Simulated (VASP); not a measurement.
# Sr9Ti7O24 (a cell with a defect): single point with PBEsol

System: Sr9Ti7O24 (a cell with a defect).

```
CELL_PARAMETERS angstrom
7.78282 0.00000 0.00000
0.00000 7.78282 0.00000
0.00000 0.00000 7.78282
ATOMIC_POSITIONS crystal
Sr 0.99880 0.00463 0.99394
Sr 0.99291 0.00432 0.51576
Sr 0.98712 0.51257 0.98643
Sr 0.98751 0.51597 0.51170
Sr 0.51294 0.99595 0.99934
Sr 0.50260 0.99072 0.50330
Sr 0.51172 0.51479 0.99060
Sr 0.50841 0.51471 0.50110
Sr 0.24594 0.25418 0.25004
Ti 0.25811 0.25997 0.74972
Ti 0.24493 0.74883 0.24425
Ti 0.25091 0.75699 0.74984
Ti 0.74966 0.26017 0.25471
Ti 0.75062 0.25666 0.74978
Ti 0.75163 0.75602 0.25024
Ti 0.74968 0.75778 0.75016
O 0.26942 0.18059 0.97106
O 0.17641 0.27425 0.52899
O 0.24504 0.78089 0.00284
O 0.25202 0.71236 0.51031
O 0.70716 0.25927 0.98900
O 0.78168 0.25306 0.49686
O 0.75593 0.74665 0.99843
O 0.74854 0.75474 0.50099
O 0.97050 0.26891 0.17495
O 0.98666 0.24755 0.78242
O 0.00402 0.70595 0.25078
O 0.99786 0.75609 0.74817
O 0.52714 0.18596 0.26665
O 0.49529 0.26097 0.70540
O 0.51119 0.78542 0.24694
O 0.50040 0.74435 0.75572
O 0.22656 0.97064 0.31704
O 0.25450 0.99229 0.71538
O 0.32877 0.52671 0.23795
O 0.24516 0.49950 0.79188
O 0.79107 0.99317 0.24751
O 0.73916 0.00193 0.75085
O 0.72047 0.50212 0.25462
O 0.75179 0.50451 0.74338
```

| Item | Value |
| --- | --- |
| Program | VASP 6.6.1 |
| Task | single point |
| Functional | PBEsol |
| Potentials or basis | VASP PAW PBE potentials, release 64 (Sr_sv, Ti_sv, O) |
| Cutoff | 520 eV |
| k mesh | 1 × 1 × 1, shifted |
| Occupations | fermi-dirac, width 0.05 eV |
| Spin | no spin polarisation |

The pressure is 10.1 GPa, the largest force is 0.228 eV/Å and the band gap on the k mesh is 0.04 eV.

Forces on the atoms (eV/Å):
```
Sr  -0.031 -0.050  0.065
Sr   0.001 -0.041 -0.031
Sr  -0.016  0.055  0.003
Sr  -0.017  0.003 -0.011
Sr   0.042 -0.005  0.028
Sr  -0.017 -0.030  0.017
Sr   0.009  0.011 -0.018
Sr  -0.039 -0.044  0.020
Sr   0.206 -0.023  0.077
Ti  -0.117  0.043 -0.036
Ti  -0.093  0.121  0.169
Ti  -0.028 -0.137 -0.083
Ti  -0.065 -0.127 -0.021
Ti  -0.148 -0.057 -0.034
Ti   0.055  0.012 -0.012
Ti  -0.018 -0.048 -0.004
O    0.018  0.032 -0.033
O   -0.017  0.003  0.002
O   -0.009  0.003 -0.047
O    0.034  0.004  0.049
O    0.012 -0.017 -0.034
O   -0.023  0.032  0.076
O   -0.017  0.020  0.000
O   -0.004 -0.002  0.019
O   -0.045  0.053 -0.029
O    0.140 -0.026  0.011
O   -0.048 -0.025 -0.038
O    0.024  0.013  0.016
O    0.010  0.018 -0.068
O    0.062  0.013 -0.017
O   -0.002 -0.007 -0.030
O    0.015  0.022 -0.004
O    0.063 -0.043 -0.060
O   -0.011  0.099  0.053
O   -0.023  0.045 -0.063
O    0.045  0.012  0.030
O    0.012  0.023 -0.021
O    0.030  0.044  0.018
O    0.001 -0.016  0.023
O    0.010  0.015  0.018
```

Stress tensor (GPa, compression positive):
```
10.29 -0.37 -0.59
-0.37 10.07 -0.34
-0.59 -0.34  9.84
```

Levels at points of the mesh, in eV from the valence-band top:
| k point | band 155 | band 156 | band 157 | band 158 | band 159 | band 160 | band 161 | band 162 | band 163 | band 164 |
| --- | --- | --- | --- | --- | --- | --- | --- | --- | --- | --- |
| (0.25, 0.25, 0.25) | -0.33 | -0.29 | -0.25 | -0.10 | -0.03 | 0.09 | 2.80 | 2.84 | 2.86 | 3.60 |

Wall time 24 min on 1 thread of Intel(R) Xeon(R) Platinum 8259CL CPU @ 2.50GHz (Skylake/Cascade Lake), on a shared host, peak memory 0.62 GiB.

Caveat: semilocal functionals underestimate gaps, and a narrow one can read as zero; the PAW data sets were made with another functional, which shifts forces and pressure a little.
